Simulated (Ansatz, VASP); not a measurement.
# BaNa3: VASP beside Ansatz

File INCAR:

```
ALGO = Fast
EDIFF = 1E-6
EDIFFG = -0.01
ENCUT = 600
GGA = PE
IBRION = 2
ISIF = 3
ISMEAR = 0
LASPH = T
LCHARG = F
LREAL = F
LWAVE = F
NELM = 80
NSW = 100
PREC = Accurate
SIGMA = 0.1
```

Contents of KPOINTS:

```
k-points
0
Gamma
  8 8 8
```

The input POSCAR:

```
BaNa3
1.0
    5.7211846695      0.0000000000      0.0000000000
    0.0000000000      5.7211846695      0.0000000000
    0.0000000000      0.0000000000      5.7211846695
Na Ba
3 1
Direct
    0.0000000000      0.5000000000      0.5000000000
    0.5000000000      0.0000000000      0.5000000000
    0.5000000000      0.5000000000      0.0000000000
    0.0000000000      0.0000000000      0.0000000000
```

Input for Ansatz:

```yaml
crystal:
  lattice:
    - [5.7211846695, 0.0, 0.0]
    - [0.0, 5.7211846695, 0.0]
    - [0.0, 0.0, 5.7211846695]
  atoms:
    - { symbol: Na, position: [0.0, 0.5, 0.5] }
    - { symbol: Na, position: [0.5, 0.0, 0.5] }
    - { symbol: Na, position: [0.5, 0.5, 0.0] }
    - { symbol: Ba, position: [0.0, 0.0, 0.0] }
basis:
  ecutwfc: 420
kpoints:
  mp_grid: { grid: [8, 8, 8] }
hamiltonian:
  xc: pbe
scf:
  occupations: { method: gaussian, width: 0.1 }
output:
  forces: true
  stress: true
  eigenvalues: true
relax:
  adjacent_minimum: "off"
  f_tol: 0.01
  max_steps: 80
  cell: { stress_tol: 0.05 }
```

Alike in both runs: task relaxation of cell and atoms; functional PBE; k mesh 8 × 8 × 8; occupations gaussian, width 0.1 eV; no spin polarisation.

|  | VASP | Ansatz |
| --- | --- | --- |
| version | VASP 6.6.1 | Ansatz 0.2.0 |
| potentials or method | VASP PAW PBE potentials, release 64 (Na_pv, Ba_sv), cutoff 600 eV | scalar-relativistic, plane waves, PAW |
| valence electrons in the cell | 31 | 37 |

```tsv
	VASP	Ansatz	Ansatz less VASP
gap on the k mesh at the Fermi level, each at its own relaxed structure (eV)	none	none	-
relaxed volume (Å³/atom)	46.59	46.37	-0.217
relaxed length of the cell vector where the two differ most in proportion (Å)	5.712	5.703	-0.0089
```

A gap of «none» marks a metal or a gap that the smearing closes. VASP's potentials hold 31 valence electrons a cell and Ansatz's 37, so a difference there can come from the potentials and not from the codes.

Spin-orbit coupling is off throughout.
